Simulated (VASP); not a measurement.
# ScFeC4N4 (P-43m) in VASP: further runs

Runs on ScFeC4N4. Level: PBE. Tasks: single point.

Program: VASP 6.6.1. These are calculated values, not measurements. Logs are shortened: lines on timing, memory, paths and dates and some standing lists are left out, and cuts for length are marked.

## Step 1: The cell of the first run

The structure is cubic, space group P-43m (No. 215). Conventional cell: a = 5.970 Å, b = 5.970 Å, c = 5.970 Å, α = 90.00°, β = 90.00°, γ = 90.00°. Sc (site symmetry -43m) has 4 N at 2.08 Å within 2.8 Å. Fe (site symmetry -43m) has 4 C at 1.91 Å within 2.5 Å. C (site symmetry 3m) has 1 N at 1.18 Å within 1.6 Å. Within 1.6 Å of N (site symmetry 3m) lie 1 C at 1.18 Å.

## Step 2: Single point, PBE, collinear spin, ferromagnetic start

INCAR reads:

```
ALGO = Normal
EDIFF = 1E-6
ENCUT = 520
GGA = PE
ISIF = 2
ISMEAR = 0
ISPIN = 2
LASPH = True
LCHARG = False
LMAXMIX = 4
LORBIT = 11
LREAL = False
LWAVE = False
MAGMOM = 0 4 0 0 0 0 0 0 0 0
NBANDS = 42
NELM = 150
PREC = Accurate
SIGMA = 0.1
```

KPOINTS reads:

```
k-points
0
Gamma
  4 4 4
```

POSCAR reads:

```
ScFeC4N4
1.0
    5.9695733635      0.0000000000      0.0000000000
    0.0000000000      5.9695733635      0.0000000000
    0.0000000000      0.0000000000      5.9695733635
Sc Fe C N
1 1 4 4
Direct
    0.5000000000      0.5000000000      0.5000000000
    0.0000000000      0.0000000000      0.0000000000
    0.1843715950      0.1843715950      0.1843715950
    0.1843715950      0.8156284050      0.8156284050
    0.8156284050      0.1843715950      0.8156284050
    0.8156284050      0.8156284050      0.1843715950
    0.2989322878      0.2989322878      0.2989322878
    0.2989322878      0.7010677122      0.7010677122
    0.7010677122      0.2989322878      0.7010677122
    0.7010677122      0.7010677122      0.2989322878
```

Potentials or basis: VASP PAW PBE potentials, release 64 (Sc_sv, Fe, C, N).

Launch:

```sh
cat potpaw_PBE.64/Sc_sv/POTCAR potpaw_PBE.64/Fe/POTCAR potpaw_PBE.64/C/POTCAR potpaw_PBE.64/N/POTCAR > POTCAR
mpirun -np 1 vasp_std > vasp.out
```

OUTCAR:

```text
EDIFF = 1E-6
   ENCUT = 520
   GGA = PE
   ISIF = 2
   ISMEAR = 0
   ISPIN = 2
   LASPH = True
   LORBIT = 11
   LREAL = False
   NELM = 150
   PREC = Accurate

 ion  position               nearest neighbor table
   1  0.500  0.500  0.500-   7 2.08   8 2.08   9 2.08  10 2.08
   2  0.000  0.000  0.000-   3 1.91   4 1.91   5 1.91   6 1.91
   3  0.184  0.184  0.184-   7 1.18   2 1.91
   4  0.184  0.816  0.816-   8 1.18   2 1.91
   5  0.816  0.184  0.816-   9 1.18   2 1.91
   6  0.816  0.816  0.184-  10 1.18   2 1.91
   7  0.299  0.299  0.299-   3 1.18   1 2.08
   8  0.299  0.701  0.701-   4 1.18   1 2.08
   9  0.701  0.299  0.701-   5 1.18   1 2.08
  10  0.701  0.701  0.299-   6 1.18   1 2.08

  LATTYP: Found a simple cubic cell.
 ALAT       =     5.9695733635

  Lattice vectors:

 A1 = (   5.9695733635,   0.0000000000,   0.0000000000)
 A2 = (   0.0000000000,   5.9695733635,   0.0000000000)
 A3 = (   0.0000000000,   0.0000000000,   5.9695733635)

Analysis of symmetry for initial positions (statically):
=====================================================================
 Subroutine PRICEL returns:
 Original cell was already a primitive cell.

 Routine SETGRP: Setting up the symmetry group for a
 simple cubic supercell.

 Subroutine GETGRP returns: Found 24 space group operations
 (whereof 24 operations were pure point group operations)
 out of a pool of 48 trial point group operations.

The static configuration has the point symmetry T_d .

Analysis of symmetry for dynamics (positions and initial velocities):
=====================================================================
 Subroutine PRICEL returns:
 Original cell was already a primitive cell.

 Routine SETGRP: Setting up the symmetry group for a
 simple cubic supercell.

 Subroutine GETGRP returns: Found 24 space group operations
 (whereof 24 operations were pure point group operations)
 out of a pool of 48 trial point group operations.

The dynamic configuration has the point symmetry T_d .

Analysis of structural, dynamic, and magnetic symmetry:
=====================================================================
 Subroutine PRICEL returns:
 Original cell was already a primitive cell.

 Routine SETGRP: Setting up the symmetry group for a
 simple cubic supercell.

 Subroutine GETGRP returns: Found 24 space group operations
 (whereof 24 operations were pure point group operations)
 out of a pool of 48 trial point group operations.

The overall configuration has the point symmetry T_d .

 Subroutine INISYM returns: Found 24 space group operations
 (whereof 24 operations are pure point group operations),
 and found     1 'primitive' translations

----------------------------------------------------------------------------------------

                                     Primitive cell

  volume of cell :     212.7306

  direct lattice vectors                    reciprocal lattice vectors
     5.969573364  0.000000000  0.000000000     0.167516159  0.000000000  0.000000000
     0.000000000  5.969573364  0.000000000     0.000000000  0.167516159  0.000000000
     0.000000000  0.000000000  5.969573364     0.000000000  0.000000000  0.167516159

  length of vectors
     5.969573364  5.969573364  5.969573364     0.167516159  0.167516159  0.167516159

  position of ions in fractional coordinates (direct lattice)
     0.500000000  0.500000000  0.500000000
     0.000000000  0.000000000  0.000000000
     0.184371595  0.184371595  0.184371595
     0.184371595  0.815628405  0.815628405
     0.815628405  0.184371595  0.815628405
     0.815628405  0.815628405  0.184371595
     0.298932288  0.298932288  0.298932288
     0.298932288  0.701067712  0.701067712
     0.701067712  0.298932288  0.701067712
     0.701067712  0.701067712  0.298932288

  ion indices of the primitive-cell ions
   primitive index   ion index
                 1           1
                 2           2
                 3           3
                 4           4
[... 50 lines left out ...]
   ions per type =               1   1   4   4
   NGX,Y,Z   is equivalent  to a cutoff of  13.37, 13.37, 13.37 a.u.
   NGXF,Y,Z  is equivalent  to a cutoff of  26.73, 26.73, 26.73 a.u.
 SYSTEM =  unknown system
   PREC   = accura    normal or accurate (medium, high low for compatibility)
   ISTART =      0    job   : 0-new  1-cont  2-samecut
   ICHARG =      2    charge: 1-file 2-atom 10-const
   ISPIN  =      2    spin polarized calculation?
   LNONCOLLINEAR =      F non collinear calculations
   LSORBIT =      F    spin-orbit coupling
   LASPH  =      T    aspherical Exc in radial PAW
   ENCUT  =  520.0 eV  38.22 Ry    6.18 a.u.  11.10 11.10 11.10*2*pi/ulx,y,z
   NELM   =    150;   NELMIN=  2; NELMDL= -5     # of ELM steps
   EDIFF  = 0.1E-05   stopping-criterion for ELM
   LREAL  =      F    real-space projection
   EDIFFG = 0.1E-04   stopping-criterion for IOM
   NSW    =      0    number of steps for IOM
   IBRION =     -1    ionic relax: 0-MD 1-quasi-New 2-CG
   NFREE  =      0    steps in history (QN), initial steepest desc. (CG)
   ISIF   =      2    stress and relaxation
   ISYM   =      2    0-nonsym 1-usesym 2-fastsym
   POTIM  = 0.5000    time-step for ionic-motion
   TEBEG  =    0.0;   TEEND  =   0.0 temperature during run
   PSTRESS=    0.0 pullay stress
   NELECT =      55.0000    total number of electrons
   NUPDOWN=      -1.0000    fix difference up-down
   EMIN   =  10.00;   EMAX   =-10.00  energy-range for DOS
   EFERMI =   0.00;   METHOD = LEGACY
   ISMEAR =     0;   SIGMA  =   0.10  broadening in eV -4-tet -1-fermi 0-gaus
   EFERMI_NEDOS =   21; number of points for ismear=-14 and -15
   IALGO  =     38    algorithm
   IMIX   =      4    mixing-type and parameters
     AMIX     =   0.40;   BMIX     =  1.00
     AMIX_MAG =   1.60;   BMIX_MAG =  1.00
  volume/ion in A,a.u.               =      21.27       143.56
  Fermi-wavevector in a.u.,A,eV,Ry     =   1.042923  1.970840 14.798912  1.087689
  Thomas-Fermi vector in A             =   2.177610
   LORBIT       =     11    0 simple, 1 ext, 2 COOP (PROOUT), +10 PAW based schemes
   GGA     = PE    functional components
   LHFCALC =     F    Hartree Fock is set to
   AEXX    =    0.0000 exact exchange contribution
   IVDW    =     0    specifies the selected vdW correction
   LEPSILON=     F    determine dielectric tensor
   LRPA    =     F    only Hartree local field effects (RPA)
 spin polarized calculation
 Gauss-broadening in eV      SIGMA  =   0.10
  energy-cutoff  :      520.00
  volume of cell :      212.73
 maximum number of plane-waves:      5832
 NGX is ok and might be reduce to    48
   NGX = 23   NGY = 23   NGZ = 23

 number of electron      55.0000011 magnetization       2.9996741

 Free energy of the ion-electron system (eV)
  ---------------------------------------------------
  ext. energy  EPLUGINS =         0.00000000
  ---------------------------------------------------
  free energy    TOTEN  =       -84.80801221 eV

  energy without entropy =      -84.80801220  energy(sigma->0) =      -84.80801221

 E-fermi :  -0.4810     XC(G=0):  -7.0419

 val. band max:       -0.8413976768   @ k =   0.5000   0.0000   0.0000
 cond. band min:      -0.1238428748   @ k =   0.5000   0.0000   0.0000
 fundamental gap:      0.7175548020
 Fermi energy:        -0.4810154905

 spin component 1

 k-point     1 :       0.0000    0.0000    0.0000
  band No.  band energies     occupation
      1     -50.8025      1.00000
      2     -29.4591      1.00000
      3     -29.4591      1.00000
      4     -29.4591      1.00000
      5     -18.6688      1.00000
      6     -18.5542      1.00000
[... 409 lines left out ...]
     38       4.1428      0.00000
     39       4.1428      0.00000
 Fermi energy:        -0.4810154905

 spin component 2

 k-point     1 :       0.0000    0.0000    0.0000
  band No.  band energies     occupation
      1     -50.7870      1.00000
      2     -29.4423      1.00000
      3     -29.4423      1.00000
      4     -29.4423      1.00000
      5     -18.5920      1.00000
      6     -18.4786      1.00000
[... 409 lines left out ...]
     38       4.6452      0.00000
     39       4.6453      0.00000
 [bands above 39 left out]

------------------------ aborting loop because EDIFF is reached ----------------------------------------

  FORCE on cell =-STRESS in cart. coord.  units (eV):
  Direction    XX          YY          ZZ          XY          YZ          ZX
  --------------------------------------------------------------------------------------
  -------------------------------------------------------------------------------------
  Total        0.4282581      0.4282581      0.4282581     -0.0000000      0.0000000     -0.0000000
  in kB        3.2254200      3.2254200      3.2254200     -0.0000000      0.0000000     -0.0000000
  external PRESSURE =       3.2254200 kB  Pullay stress =       0.0000000 kB

 VOLUME and BASIS-vectors are now :
 -----------------------------------------------------------------------------
  energy-cutoff  :      520.00
  volume of cell :      212.73
      direct lattice vectors                 reciprocal lattice vectors
     5.969573364  0.000000000  0.000000000     0.167516159  0.000000000  0.000000000
     0.000000000  5.969573364  0.000000000     0.000000000  0.167516159  0.000000000
     0.000000000  0.000000000  5.969573364     0.000000000  0.000000000  0.167516159

 POSITION                                       TOTAL-FORCE (eV/Angst)
 -----------------------------------------------------------------------------------
      2.98479      2.98479      2.98479         0.000000      0.000000     -0.000000
      0.00000      0.00000      0.00000         0.000000      0.000000     -0.000000
      1.10062      1.10062      1.10062        -0.172090     -0.172090     -0.172090
      1.10062      4.86895      4.86895        -0.172090      0.172090      0.172090
      4.86895      1.10062      4.86895         0.172090     -0.172090      0.172090
      4.86895      4.86895      1.10062         0.172090      0.172090     -0.172090
      1.78450      1.78450      1.78450         0.137975      0.137975      0.137975
      1.78450      4.18508      4.18508         0.137975     -0.137975     -0.137975
      4.18508      1.78450      4.18508        -0.137975      0.137975     -0.137975
      4.18508      4.18508      1.78450        -0.137975     -0.137975      0.137975
 -----------------------------------------------------------------------------------
    total drift:                                0.000000      0.000000     -0.000000

  FREE ENERGIE OF THE ION-ELECTRON SYSTEM (eV)
  ---------------------------------------------------
  free  energy   TOTEN  =       -84.8080122114 eV

  energy  without entropy=      -84.8080122037  energy(sigma->0) =      -84.80801221

 total charge

# of ion       s       p       d       tot
------------------------------------------
    1        2.221   6.212   1.008   9.441
    2        0.489   0.728   6.275   7.492
    3        0.967   1.580   0.000   2.547
    4        0.967   1.580   0.000   2.547
    5        0.967   1.580   0.000   2.547
    6        0.967   1.580   0.000   2.547
    7        1.299   2.622   0.000   3.921
    8        1.299   2.622   0.000   3.921
    9        1.299   2.622   0.000   3.921
   10        1.299   2.622   0.000   3.921
--------------------------------------------------
tot         11.771  23.750   7.283  42.804

 magnetization (x)

# of ion       s       p       d       tot
------------------------------------------
    1        0.000   0.002   0.018   0.020
    2        0.014   0.153   2.061   2.228
    3        0.002  -0.008   0.000  -0.006
    4        0.002  -0.008   0.000  -0.006
    5        0.002  -0.008   0.000  -0.006
    6        0.002  -0.008   0.000  -0.006
    7        0.004   0.055   0.000   0.059
    8        0.004   0.055   0.000   0.059
    9        0.004   0.055   0.000   0.059
   10        0.004   0.055   0.000   0.059
--------------------------------------------------
tot          0.036   0.346   2.079   2.461
```

Run time: 5.1 min. Hardware: 1 thread of Intel Xeon Platinum 8259CL at 2.50GHz (Skylake/Cascade Lake), shared host; peak memory 0.5 GiB.

What came out:

```yaml
Free_energy: -84.8080 eV
Pressure: 0.3 GPa
Largest_force: 0.298 eV/Å
Band_gap_on_the_k_mesh: 0.72 eV
Net_moment: 3.00 μB per cell
Site_moments: Sc +0.02; Fe +2.23; C -0.01; N +0.06 μB
Valence_electrons_inside_the_program's_atomic_spheres: Sc 9.44; Fe 7.49; C 2.55; N 3.92
```

Forces on the atoms (eV/Å):
```
Sc   0.000  0.000  0.000
Fe   0.000  0.000  0.000
C   -0.172 -0.172 -0.172
C   -0.172  0.172  0.172
C    0.172 -0.172  0.172
C    0.172  0.172 -0.172
N    0.138  0.138  0.138
N    0.138 -0.138 -0.138
N   -0.138  0.138 -0.138
N   -0.138 -0.138  0.138
```

Caveat: a cell with one magnetic atom can't hold antiferromagnetic order, which such compounds often take. A k mesh can miss the band edges.

[end of part 1 of 2]
